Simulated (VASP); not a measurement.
A run of VASP 6.6.1:

INCAR

```
SYSTEM = Zn
PREC = Accurate
ENCUT = 520
EDIFF = 1E-7
ISMEAR = 0
SIGMA = 0.011
LREAL = .FALSE.
LASPH = .TRUE.
NELM = 60
ALGO = Normal
ISIF = 2
LWAVE = .FALSE.
LCHARG = .FALSE.
GGA = PE
NBANDS = 12
```

Contents of KPOINTS:

```
Automatic mesh
0
G
  12 12 12
  0 0 0
```

File POSCAR:

```
Zn
1.0
    0.0000000000      1.9647760000      1.9647760000
    1.9647760000      0.0000000000      1.9647760000
    1.9647760000      1.9647760000      0.0000000000
Zn
1
Direct
    0.0000000000      0.0000000000      0.0000000000
```

Potentials or basis: VASP PAW PBE potentials, release 64 (Zn).

Command:

```console
$ cat potpaw_PBE.64/Zn/POTCAR > POTCAR
$ mpirun -np 1 vasp_std > vasp.out
```

Hardware: 1 thread of Intel(R) Xeon(R) Platinum 8259CL CPU @ 2.50GHz (Skylake/Cascade Lake), with other jobs on the host.

Task: How long does it take, and how much memory?

Result: Run time: 11 s on 1 thread of Intel(R) Xeon(R) Platinum 8259CL CPU @ 2.50GHz (Skylake/Cascade Lake), with other jobs on the host, peak memory 0.14 GiB. Counts: scf iterations 12, k points 72.
